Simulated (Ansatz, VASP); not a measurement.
**ZnCu: VASP beside Ansatz**

```
Zn Cu
1.0
     3.04333    0.57577    0.57577
     0.57577    3.04333    0.57577
     0.57577    0.57577    3.04333
Zn Cu
1 1
Direct
  0.50000 0.50000 0.50000
  0.00000 0.00000 0.00000
```

Alike in both runs: task single point; functional PBE; k mesh 18 × 18 × 18; occupations gaussian, width 0.15 eV; no spin polarisation.

|  | VASP | Ansatz |
| --- | --- | --- |
| version | VASP 6.6.1 | Ansatz 0.2.0 |
| potentials or method | VASP PAW PBE potentials, release 64 (Zn, Cu), cutoff 520 eV | scalar-relativistic, plane waves, PAW |
| valence electrons in the cell | 23 | 31 |

Ansatz gave:

- gap on the k mesh at the Fermi level (eV): none
- pressure (GPa): 20.0
- traceless stress, the component that is largest in VASP (GPa): -4.21

Estimate VASP's values.

gap on the k mesh at the Fermi level (eV): none; pressure (GPa): 20.8; traceless stress, the component that is largest in VASP (GPa): -4.25.

A gap of «none» marks a metal or a gap that the smearing closes. VASP's potentials hold 23 valence electrons a cell and Ansatz's 31, so a difference there can come from the potentials and not from the codes.
